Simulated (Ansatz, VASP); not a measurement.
# IrPt2F6: VASP beside Ansatz

```xyz
9
Lattice="2.5873 4.4814 0.0000 -2.5873 4.4814 0.0000 0.0000 0.0000 4.1540" Properties=species:S:1:pos:R:3 pbc="T T T"
Ir    0.0000    0.0000    2.0770
Pt    0.0003    5.9751    0.8448
Pt   -0.0003    2.9878    3.3092
F     0.0001    1.4027    1.1623
F     1.3725    3.7802    1.1623
F    -1.3726    3.7800    1.1623
F    -1.3726    5.1829    2.9917
F     0.0001    7.5602    2.9917
F     1.3725    5.1827    2.9917
```

Alike in both runs: task single point; functional PBE; k mesh 4 × 4 × 4; occupations fermi-dirac, width 0.0167 eV; no spin polarisation.

```csv
,VASP,Ansatz
version,VASP 6.6.1,Ansatz 0.2.0
potentials or method,"VASP PAW PBE potentials, release 64 (Ir, Pt, F), cutoff 520 eV",PAW plane waves
valence electrons in the cell,71,95
```

|  | VASP | Ansatz | Ansatz less VASP |
| --- | --- | --- | --- |
| gap on the k mesh at the Fermi level (eV) | none | none | - |
| rms of the force components (eV/Å) | 5.967 | 5.619 | -0.3478 |

Atom by atom the forces differ by 0.348 eV/Å (rms over components). A gap of «none» marks a metal or a gap that the smearing closes. VASP's potentials hold 71 valence electrons a cell and Ansatz's 95, so a difference there can come from the potentials and not from the codes. Ansatz's warnings: structure snapped to symmetry.

The k mesh is coarse, so the values compare programs but aren't converged. Spin-orbit coupling is off throughout.
